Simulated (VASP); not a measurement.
# As (I4_1/amd) in VASP: notebook

Runs on As. Level: PBE. Tasks: single point.

Program: VASP 6.6.1. These are calculated values, not measurements. Logs are shortened: lines on timing, memory, paths and dates and some standing lists are left out, and cuts for length are marked.

### Step 1. The cell of the first run

Symmetry: I4_1/amd, No. 141, tetragonal system. Conventional cell: a = 4.253 Å, b = 4.253 Å, c = 2.271 Å, α = 90.00°, β = 90.00°, γ = 90.00°. Within 2.9 Å of As (site symmetry -4m2) lie 10 As at 2.20 to 2.72 Å.

### Step 2. Single point, PBE

The input, INCAR:

```
  PREC = Accurate
  ENCUT = 520
  EDIFF = 1E-6
  ISMEAR = -1
  SIGMA = 0.08
  LREAL = F
  LASPH = T
  NELM = 100
  ALGO = Normal
  ISIF = 2
  LWAVE = F
  LCHARG = F
  GGA = PE
  NBANDS = 12
```

The input, KPOINTS:

```
Automatic mesh
0
Gamma
  19 19 19
```

The input, POSCAR:

```
As
1.0
   -2.1262961510      2.1262961510      1.1353674010
    2.1262961510     -2.1262961510      1.1353674010
    2.1262961510      2.1262961510     -1.1353674010
As
2
Direct
   -0.3750000000     -0.1250000000     -0.2500000000
    0.3750000000      0.1250000000      0.2500000000
```

Potentials or basis: VASP PAW PBE potentials, release 64 (As).

Launch:

```bash
$ cat potpaw_PBE.64/As/POTCAR > POTCAR
$ mpirun -np 1 vasp_std > vasp.out
```

OUTCAR:

```text
PREC = Accurate
   ENCUT = 520
   EDIFF = 1E-6
   ISMEAR = -1
   LREAL = F
   LASPH = T
   NELM = 100
   ISIF = 2
   GGA = PE

 ion  position               nearest neighbor table
   1  0.625  0.875  0.750-   2 2.20   2 2.20   2 2.20   2 2.20   2 2.72   2 2.72   2 2.72   2 2.72

   2  0.375  0.125  0.250-   1 2.20   1 2.20   1 2.20   1 2.20   1 2.72   1 2.72   1 2.72   1 2.72

  LATTYP: Found a body centered tetragonal cell.
 ALAT       =     4.2525923020
 C/A-ratio  =     0.5339648480

  Lattice vectors:

 A1 = (  -2.1262961510,   2.1262961510,   1.1353674010)
 A2 = (   2.1262961510,  -2.1262961510,   1.1353674010)
 A3 = (   2.1262961510,   2.1262961510,  -1.1353674010)

Analysis of symmetry for initial positions (statically):
=====================================================================
 Subroutine PRICEL returns:
 Original cell was already a primitive cell.

 Routine SETGRP: Setting up the symmetry group for a
 body centered tetragonal supercell.

 Subroutine GETGRP returns: Found 16 space group operations
 (whereof  4 operations were pure point group operations)
 out of a pool of 16 trial point group operations.

The static configuration has the point symmetry C_2h.
 The point group associated with its full space group is D_4h.

Analysis of symmetry for dynamics (positions and initial velocities):
=====================================================================
 Subroutine PRICEL returns:
 Original cell was already a primitive cell.

 Routine SETGRP: Setting up the symmetry group for a
 body centered tetragonal supercell.

 Subroutine GETGRP returns: Found 16 space group operations
 (whereof  4 operations were pure point group operations)
 out of a pool of 16 trial point group operations.

The dynamic configuration has the point symmetry C_2h.
 The point group associated with its full space group is D_4h.

 Subroutine INISYM returns: Found 16 space group operations
 (whereof  4 operations are pure point group operations),
 and found     1 'primitive' translations

----------------------------------------------------------------------------------------

                                     Primitive cell

  volume of cell :      20.5326

  direct lattice vectors                    reciprocal lattice vectors
    -2.126296151  2.126296151  1.135367401     0.000000000  0.235150687  0.440386081
     2.126296151 -2.126296151  1.135367401     0.235150687  0.000000000  0.440386081
     2.126296151  2.126296151 -1.135367401     0.235150687  0.235150687  0.000000000

  length of vectors
     3.214238600  3.214238600  3.214238600     0.499235161  0.499235161  0.332553290

  position of ions in fractional coordinates (direct lattice)
     0.625000000  0.875000000  0.750000000
     0.375000000  0.125000000  0.250000000

  ion indices of the primitive-cell ions
   primitive index   ion index
                 1           1
                 2           2

----------------------------------------------------------------------------------------

 KPOINTS: Automatic mesh

Automatic generation of k-mesh.
 Grid dimensions read from file:
 generate k-points for:   19   19   19

 Generating k-lattice:

  Cartesian coordinates                     Fractional coordinates (reciprocal lattice)
     0.000000000  0.012376352  0.023178215     0.052631579 -0.000000000  0.000000000
     0.012376352  0.000000000  0.023178215    -0.000000000  0.052631579  0.000000000
     0.012376352  0.012376352  0.000000000     0.000000000  0.000000000  0.052631579

  Length of vectors
     0.026275535  0.026275535  0.017502805

  Shift w.r.t. Gamma in fractional coordinates (k-lattice)
     0.000000000  0.000000000  0.000000000

 Subroutine IBZKPT returns following result:
 ===========================================

 Found    550 irreducible k-points:

 Following reciprocal coordinates:
            Coordinates               Weight
  0.000000  0.000000  0.000000      1.000000
  0.052632 -0.000000  0.000000      8.000000
  0.105263 -0.000000  0.000000      8.000000
  0.157895 -0.000000  0.000000      8.000000
  0.210526  0.000000  0.000000      8.000000
  0.263158  0.000000 -0.000000      8.000000
[... 16 lines left out ...]
 -0.315789  0.052632 -0.000000     16.000000
 -0.263158  0.052632 -0.000000     16.000000
 [... further k-points ...]
   k-points           NKPTS =    550   k-points in BZ     NKDIM =    550   number of bands    NBANDS=     12
   number of dos      NEDOS =    301   number of ions     NIONS =      2
   total plane-waves  NPLWV =  13824
   dimension x,y,z NGX =    24 NGY =   24 NGZ =   24
   dimension x,y,z NGXF=    48 NGYF=   48 NGZF=   48
   ions per type =               2
   NGX,Y,Z   is equivalent  to a cutoff of  12.41, 12.41, 12.41 a.u.
   NGXF,Y,Z  is equivalent  to a cutoff of  24.83, 24.83, 24.83 a.u.
 SYSTEM =  unknown system
   PREC   = accura    normal or accurate (medium, high low for compatibility)
   ISTART =      0    job   : 0-new  1-cont  2-samecut
   ICHARG =      2    charge: 1-file 2-atom 10-const
   ISPIN  =      1    spin polarized calculation?
   LNONCOLLINEAR =      F non collinear calculations
   LSORBIT =      F    spin-orbit coupling
   LASPH  =      T    aspherical Exc in radial PAW
   ENCUT  =  520.0 eV  38.22 Ry    6.18 a.u.   5.98  5.98  5.98*2*pi/ulx,y,z
   NELM   =    100;   NELMIN=  2; NELMDL= -5     # of ELM steps
   EDIFF  = 0.1E-05   stopping-criterion for ELM
   LREAL  =      F    real-space projection
   EDIFFG = 0.1E-04   stopping-criterion for IOM
   NSW    =      0    number of steps for IOM
   IBRION =     -1    ionic relax: 0-MD 1-quasi-New 2-CG
   NFREE  =      0    steps in history (QN), initial steepest desc. (CG)
   ISIF   =      2    stress and relaxation
   ISYM   =      2    0-nonsym 1-usesym 2-fastsym
   POTIM  = 0.5000    time-step for ionic-motion
   TEBEG  =    0.0;   TEEND  =   0.0 temperature during run
   PSTRESS=    0.0 pullay stress
   NELECT =      10.0000    total number of electrons
   NUPDOWN=      -1.0000    fix difference up-down
   EMIN   =  10.00;   EMAX   =-10.00  energy-range for DOS
   EFERMI =   0.00;   METHOD = LEGACY
   ISMEAR =    -1;   SIGMA  =   0.08  broadening in eV -4-tet -1-fermi 0-gaus
   EFERMI_NEDOS =   21; number of points for ismear=-14 and -15
   IALGO  =     38    algorithm
   IMIX   =      4    mixing-type and parameters
     AMIX     =   0.40;   BMIX     =  1.00
     AMIX_MAG =   1.60;   BMIX_MAG =  1.00
  volume/ion in A,a.u.               =      10.27        69.28
  Fermi-wavevector in a.u.,A,eV,Ry     =   1.288033  2.434029 22.572446  1.659028
  Thomas-Fermi vector in A             =   2.420011
   LORBIT       =      0    0 simple, 1 ext, 2 COOP (PROOUT), +10 PAW based schemes
   GGA     = PE    functional components
   LHFCALC =     F    Hartree Fock is set to
   AEXX    =    0.0000 exact exchange contribution
   IVDW    =     0    specifies the selected vdW correction
   LEPSILON=     F    determine dielectric tensor
   LRPA    =     F    only Hartree local field effects (RPA)
 non-spin polarized calculation
  energy-cutoff  :      520.00
  volume of cell :       20.53
 maximum number of plane-waves:       576
   NGX = 11   NGY = 11   NGZ = 11

 number of electron      10.0000000 magnetization

 Free energy of the ion-electron system (eV)
  ---------------------------------------------------
  ext. energy  EPLUGINS =         0.00000000
  ---------------------------------------------------
  free energy    TOTEN  =        -0.98666463 eV

  energy without entropy =       -0.97297764  energy(sigma->0) =       -0.97982113

 E-fermi :  16.3457     XC(G=0): -13.6157

 val. band max:       16.3380037167   @ k =   0.4211   0.2105   0.0526
 cond. band min:      16.3465584793   @ k =  -0.3684   0.1579  -0.0000
 fundamental gap:      0.0085547625
 Fermi energy:        16.3457434528

 k-point     1 :       0.0000    0.0000    0.0000
  band No.  band energies     occupation
      1      -7.1743      2.00000
      2       8.1694      2.00000
      3       8.1694      2.00000
      4       9.2964      2.00000
      5      15.0631      2.00000
      6      24.2372      0.00000
      7      24.2372      0.00000
      8      25.5106      0.00000
      9      26.8854      0.00000
     10      28.1345      0.00000
     11      28.6136      0.00000
     12      32.1942      0.00000

 k-point     2 :       0.0526   -0.0000    0.0000
  band No.  band energies     occupation
      1      -7.0689      2.00000
      2       7.7904      2.00000
      3       8.1580      2.00000
      4       9.8693      2.00000
      5      15.2691      2.00000
      6      23.4990      0.00000
      7      24.2593      0.00000
      8      25.2108      0.00000
      9      25.4609      0.00000
     10      27.6546      0.00000
     11      29.6995      0.00000
     12      29.7270      0.00000

 k-point     3 :       0.1053   -0.0000    0.0000
  band No.  band energies     occupation
      1      -6.7522      2.00000
      2       7.2886      2.00000
      3       8.1422      2.00000
      4      10.9452      2.00000
      5      15.8655      1.99507
      6      22.0499      0.00000
      7      22.7411      0.00000
      8      24.0050      0.00000
      9      24.1635      0.00000
     10      27.0891      0.00000
     11      27.6437      0.00000
     12      28.9802      0.00000
[... 286 lines left out ...]
 k-point    23 :      -0.3158    0.0526   -0.0000
  band No.  band energies     occupation
      1      -4.2495      2.00000
      2       5.8744      2.00000
      3       8.3229      2.00000
      4      12.6588      2.00000
      5      16.3725      0.83443
      6      17.1842      0.00006
      7      19.1875      0.00000
      8      19.8054      0.00000
      9      21.4558      0.00000
     10      24.4495      0.00000
     11      27.5873      0.00000
     12      31.9580      0.00000

 k-point    24 :      -0.2632    0.0526   -0.0000
  band No.  band energies     occupation
      1      -5.2499      2.00000
      2       5.7894      2.00000
      3       8.1320      2.00000
      4      14.0701      2.00000
      5      16.7697      0.00994
      6      18.1536      0.00000
      7      19.0044      0.00000
      8      20.4612      0.00000
      9      22.1583      0.00000
     10      25.3532      0.00000
     11      26.8845      0.00000
     12      31.1213      0.00000

 [... further k-points ...]
[... 5 lines left out ...]
  --------------------------------------------------------------------------------------
  -------------------------------------------------------------------------------------
  Total       29.1763084     29.1763084     29.2069857      0.0000000     -0.0000000      0.0000000
  in kB     2276.6538552   2276.6538552   2279.0476375      0.0000000     -0.0000000      0.0000000
  external PRESSURE =    2277.4517826 kB  Pullay stress =       0.0000000 kB

 VOLUME and BASIS-vectors are now :
 -----------------------------------------------------------------------------
  energy-cutoff  :      520.00
  volume of cell :       20.53
      direct lattice vectors                 reciprocal lattice vectors
    -2.126296151  2.126296151  1.135367401     0.000000000  0.235150687  0.440386081
     2.126296151 -2.126296151  1.135367401     0.235150687  0.000000000  0.440386081
     2.126296151  2.126296151 -1.135367401     0.235150687  0.235150687  0.000000000

 POSITION                                       TOTAL-FORCE (eV/Angst)
 -----------------------------------------------------------------------------------
      2.12630      1.06315      0.85153         0.000000      0.000000      0.000000
      0.00000      1.06315      0.28384        -0.000000     -0.000000     -0.000000
 -----------------------------------------------------------------------------------
    total drift:                                0.000000      0.000000      0.000000

  FREE ENERGIE OF THE ION-ELECTRON SYSTEM (eV)
  ---------------------------------------------------
  free  energy   TOTEN  =        -0.9866646261 eV

  energy  without entropy=       -0.9729776389  energy(sigma->0) =       -0.97982113
```

Run time: 29 s. Hardware: 1 thread of Intel Xeon 6975P-C (Granite Rapids), shared host; peak memory 0.23 GiB.

What came out:

```
Free energy            : -0.9867 eV
Pressure               : 227.7 GPa
Band gap on the k mesh : zero (band 5 reaches 22.38 eV, above the bottom of band 6 at 14.08 eV)
```

Levels at points of the mesh, in eV from the Fermi level:
```csv
k point,band 3,band 4,band 5,band 6,band 7,band 8
"(0.00, 0.00, 0.00)",-8.18,-7.05,-1.28,7.89,7.89,9.16
```

### Step 3. Single point, PBE

The input, INCAR:

```
SYSTEM = As
ALGO = Normal
EDIFF = 1E-6
ENCUT = 520
GGA = PE
ISIF = 2
ISMEAR = -1
LASPH = .TRUE.
LCHARG = .FALSE.
LREAL = .FALSE.
LWAVE = .FALSE.
NBANDS = 12
NELM = 60
PREC = Accurate
SIGMA = 0.08
```

The input, KPOINTS:

```
k-points
0
G
  19 19 19
  0 0 0
```

The input, POSCAR:

```
As
1.0
   -2.1260444995      2.1260444995      1.1352259860
    2.1260444995     -2.1260444995      1.1352259860
    2.1260444995      2.1260444995     -1.1352259860
As
2
Direct
   -0.3750000000     -0.1250000000     -0.2500000000
    0.3750000000      0.1250000000      0.2500000000
```

Potentials or basis: VASP PAW PBE potentials, release 64 (As).

Launch:

```bash
$ cat potpaw_PBE.64/As/POTCAR > POTCAR
$ mpirun -np 1 vasp_std > vasp.out
```

It took 29 s on 1 thread of Intel Xeon 6975P-C (Granite Rapids), shared host; peak memory 0.23 GiB.

It converged, with:

```
Free energy            : -0.9761 eV
Pressure               : 228.0 GPa
Band gap on the k mesh : zero (band 5 reaches 22.39 eV, above the bottom of band 6 at 14.09 eV)
```

Stress tensor (GPa, compression positive):
```
227.95   0.00   0.00
  0.00 227.95   0.00
  0.00   0.00 228.21
```

Levels at points of the mesh, in eV from the Fermi level:
| k point | band 3 | band 4 | band 5 | band 6 | band 7 | band 8 |
| --- | --- | --- | --- | --- | --- | --- |
| (0.00, 0.00, 0.00) | -8.18 | -7.05 | -1.29 | 7.89 | 7.89 | 9.17 |
